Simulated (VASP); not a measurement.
A run of VASP 6.6.1:

The input INCAR:

```
PREC = Accurate
ENCUT = 520
EDIFF = 1E-6
ISMEAR = 0
SIGMA = 0.02
LREAL = False
LASPH = True
NELM = 100
ALGO = Normal
ISIF = 2
LWAVE = False
LCHARG = False
GGA = PS
NBANDS = 26
```

The input KPOINTS:

```
regular mesh
0
Gamma
  15 15 8
```

POSCAR

```
ZnO
1.0
    3.2309721498      0.0000000000      0.0000000000
   -1.6154860749      2.7981039606      0.0000000000
    0.0000000000      0.0000000000      5.2154102488
Zn O
2 2
Direct
    0.3333333333      0.6666666667      0.0020260005
    0.6666666667      0.3333333333      0.5020260005
    0.3333333333      0.6666666667      0.3809739995
    0.6666666667      0.3333333333      0.8809739995
```

Potentials or basis: VASP PAW PBE potentials, release 64 (Zn, O).

The run is started by

```sh
$ cat potpaw_PBE.64/Zn/POTCAR potpaw_PBE.64/O/POTCAR > POTCAR
$ mpirun -np 1 vasp_std > vasp.out
```

Hardware: 1 thread of AMD EPYC 7571, with other jobs on the host.

Task: Estimate the wall time of this run.

Result: Wall time 3.4 min on 1 thread of AMD EPYC 7571, on a shared host, peak memory 0.22 GiB. Counts: scf iterations 13, k points 135.
